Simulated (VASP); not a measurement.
Write the native input for VASP 6.6.1 that does the following.

```
Task                   : single point
Functional             : PBE
Potentials or basis    : VASP PAW PBE potentials, release 64 (Mg, Sb)
Cutoff                 : 600 eV
k mesh                 : 7 × 7 × 4
Occupations            : gaussian, width 0.0172 eV
Spin                   : no spin polarisation
Dipole correction      : no
Further INCAR settings : ALGO = Normal; EDIFF = 1e-06; NBANDS = 16
```

The structure of Mg3Sb2 lies in POSCAR:

```
Mg3Sb2
1.0
    4.5980296418      0.0000002875      0.0000000000
   -2.2990150699      3.9820103334      0.0000000000
    0.0000000000      0.0000000000      7.2697281127
Mg Sb
3 2
Direct
    0.3333333333      0.6666666667      0.6322515329
    0.6666666667      0.3333333333      0.3677484671
    0.0000000000      0.0000000000      0.0000000000
    0.3333333333      0.6666666667      0.2257467376
    0.6666666667      0.3333333333      0.7742532624
```

These files were run (other wordings do the same):

INCAR

```
ALGO = Normal ; EDIFF = 1E-6
ENCUT = 600 ; GGA = PE
GGA_COMPAT = False ; ISIF = 2
ISMEAR = 0 ; LASPH = True
LCHARG = False ; LREAL = False
LWAVE = False ; NBANDS = 16
NELM = 120 ; PREC = Accurate
SIGMA = 0.0172
```

KPOINTS

```
k-points
0
Gamma
  7 7 4
```

Potentials or basis: VASP PAW PBE potentials, release 64 (Mg, Sb).

Command:

```console
$ cat potpaw_PBE.64/Mg/POTCAR potpaw_PBE.64/Sb/POTCAR > POTCAR
$ mpirun -np 1 vasp_std > vasp.out
```

Results of the run:

| Property | Result |
| --- | --- |
| Pressure | 0.0 GPa |
| Largest force | 0.015 eV/Å |
| Band gap on the k mesh | 0.19 eV (least direct gap 1.00 eV) |

Caveat: semilocal functionals underestimate gaps, and a narrow one can read as zero; spin-orbit coupling is left out, which moves the levels of the heavy elements.

Wall time 2 min on 1 thread of Intel Xeon 8259CL, with other jobs on the host, peak memory 0.32 GiB.
